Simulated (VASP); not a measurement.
A run of VASP 6.6.1:

File INCAR:

```
SYSTEM = BeS
PREC = Accurate
ENCUT = 520
EDIFF = 1E-6
ISMEAR = -1
SIGMA = 0.05
LREAL = .False.
LASPH = .True.
NELM = 100
ALGO = Normal
ISIF = 2
LWAVE = .False.
LCHARG = .False.
GGA = B5
ALDAX = 1.0
AGGAX = 1.0
AGGAC = 1.0
ALDAC = 0.0
NBANDS = 11
```

File KPOINTS:

```
Automatic mesh
0
Gamma
  9 9 9
  0 0 0
```

Contents of POSCAR:

```
BeS
1.0
    0.0000000000      2.4250000000      2.4250000000
    2.4250000000      0.0000000000      2.4250000000
    2.4250000000      2.4250000000      0.0000000000
S Be
1 1
Direct
    0.7500000000      0.7500000000      0.7500000000
    0.0000000000      0.0000000000      0.0000000000
```

Potentials or basis: VASP PAW PBE potentials, release 64 (S, Be).

Launch:

```bash
$ cat potpaw_PBE.64/S/POTCAR potpaw_PBE.64/Be/POTCAR > POTCAR
$ mpirun -np 1 vasp_std > vasp.out
```

Hardware: 1 thread of Intel Xeon 6975P-C, with other jobs on the host.

How long does it take, and how much memory?

Wall time 25 s on 1 thread of Intel Xeon 6975P-C (shared host), peak memory 0.15 GiB. Counts: scf iterations 12, k points 35.
